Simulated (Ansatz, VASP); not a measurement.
**Two plane-wave programs on TaSi5B2**

Contents of INCAR:

```
ALGO = Normal
EDIFF = 1E-7
EDIFFG = -0.08
ENCUT = 500
GGA = PE
GGA_COMPAT = F
IBRION = 2
ISIF = 3
ISMEAR = 0
LASPH = T
LCHARG = F
LREAL = F
LWAVE = F
NELM = 120
NELMIN = 4
NSW = 36
PREC = Accurate
SIGMA = 0.2
```

KPOINTS

```
k-points
0
Gamma
  4 4 3
```

Contents of POSCAR:

```
TaSi5B2
1.0
    5.0486319100      0.0000000000      0.0000000000
   -2.5243159600      4.3722434900      0.0000000000
    0.0000000000      0.0000000000      5.4026427600
Ta Si B
1 5 2
Direct
    0.0000000000      0.0000000000      0.5000000000
    0.3333333300      0.6666666700      0.0000000000
    0.6666666700      0.3333333300      0.0000000000
    0.5000000000      0.0000000000      0.5000000000
    0.0000000000      0.5000000000      0.5000000000
    0.5000000000      0.5000000000      0.5000000000
    0.3333333300      0.6666666700      0.5000000000
    0.6666666700      0.3333333300      0.5000000000
```

Input for Ansatz:

```yaml
crystal:
  lattice:
    - [5.04863191, 0.0, 0.0]
    - [-2.52431596, 4.37224349, 0.0]
    - [0.0, 0.0, 5.40264276]
  atoms:
    - { symbol: Ta, position: [0.0, 0.0, 0.5] }
    - { symbol: Si, position: [0.33333333, 0.66666667, 0.0] }
    - { symbol: Si, position: [0.66666667, 0.33333333, 0.0] }
    - { symbol: Si, position: [0.5, 0.0, 0.5] }
    - { symbol: Si, position: [0.0, 0.5, 0.5] }
    - { symbol: Si, position: [0.5, 0.5, 0.5] }
    - { symbol: B, position: [0.33333333, 0.66666667, 0.5] }
    - { symbol: B, position: [0.66666667, 0.33333333, 0.5] }
basis:
  ecutwfc: 420
kpoints:
  mp_grid: { grid: [4, 4, 3] }
hamiltonian:
  xc: pbe
scf:
  occupations: { method: gaussian, width: 0.2 }
  lower_state_search: "off"
output:
  forces: true
  stress: true
  eigenvalues: true
relax:
  adjacent_minimum: "off"
  f_tol: 0.08
  max_steps: 16
  cell: { stress_tol: 0.8 }
```

Alike in both runs: task relaxation of cell and atoms; functional PBE; k mesh 4 × 4 × 3; occupations gaussian, width 0.2 eV; no spin polarisation.

|  | VASP | Ansatz |
| --- | --- | --- |
| version | VASP 6.6.1 | Ansatz 0.2.0 |
| potentials or method | VASP PAW PBE potentials, release 64 (Ta_pv, Si, B), cutoff 500 eV | scalar-relativistic, plane waves, PAW |
| valence electrons in the cell | 37 | 39 |

Ansatz gave:

```
gap on the k mesh at the Fermi level, each at its own relaxed structure (eV) : none
relaxed volume (Å³/atom)                                                     : 18.77
relaxed cell length with the largest relative difference (Å)                 : 6.702
```

Q: What did VASP give for the same quantities?

A: gap on the k mesh at the Fermi level, each at its own relaxed structure (eV): none; relaxed volume (Å³/atom): 18.71; relaxed cell length with the largest relative difference (Å): 6.692.

A gap of «none» marks a metal or a gap that the smearing closes. VASP's potentials hold 37 valence electrons a cell and Ansatz's 39, so a difference there can come from the potentials and not from the codes.

The k mesh is coarse, so the values compare programs but aren't converged. Spin-orbit coupling is off throughout. Noted on VASP's run: the volume moved by over 15 % at a fixed basis, so the end points are rough.
